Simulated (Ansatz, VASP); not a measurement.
PbO: VASP beside Ansatz

```xyz
8
Lattice="5.8931 0.0000 0.0000 0.0000 5.4904 0.0000 0.0000 0.0000 4.7528" Properties=species:S:1:pos:R:3 pbc="T T T"
Pb    1.3567    5.4265    1.1882
Pb    4.5364    0.0639    3.5646
Pb    1.3567    2.8091    3.5646
Pb    4.5364    2.6813    1.1882
O     5.0999    0.5019    1.1882
O     0.7932    4.9885    3.5646
O     5.0999    2.2433    3.5646
O     0.7932    3.2471    1.1882
```

Alike in both runs: functional r2SCAN; k mesh 6 × 6 × 7; occupations fermi-dirac, width 0.01 eV; no spin polarisation.

Ansatz relaxed the structure, and its values are those at the end. VASP's run is a single point on that final structure, the one shown.

|  | VASP | Ansatz |
| --- | --- | --- |
| version | VASP 6.6.1 | Ansatz 0.2.0 |
| potentials or method | VASP PAW PBE potentials, release 64 (Pb_d, O) | plane-wave PAW, scalar-relativistic |
| plane-wave cutoff (eV) | 520 | 500 |
| valence electrons in the cell | 80 | 80 |

|  | VASP | Ansatz | Ansatz less VASP |
| --- | --- | --- | --- |
| gap on the k mesh at the Fermi level (eV) | 2.61 | 2.62 | +0.011 |
| pressure (GPa) | 1.5 | 1.1 | -0.44 |
| rms of the force components (eV/Å) | 0.053 | 0.005 | -0.0476 |

VASP's potentials were made for PBE, not for r2SCAN. Ansatz's warnings: stress scf threshold loose.

Spin-orbit coupling is off throughout.
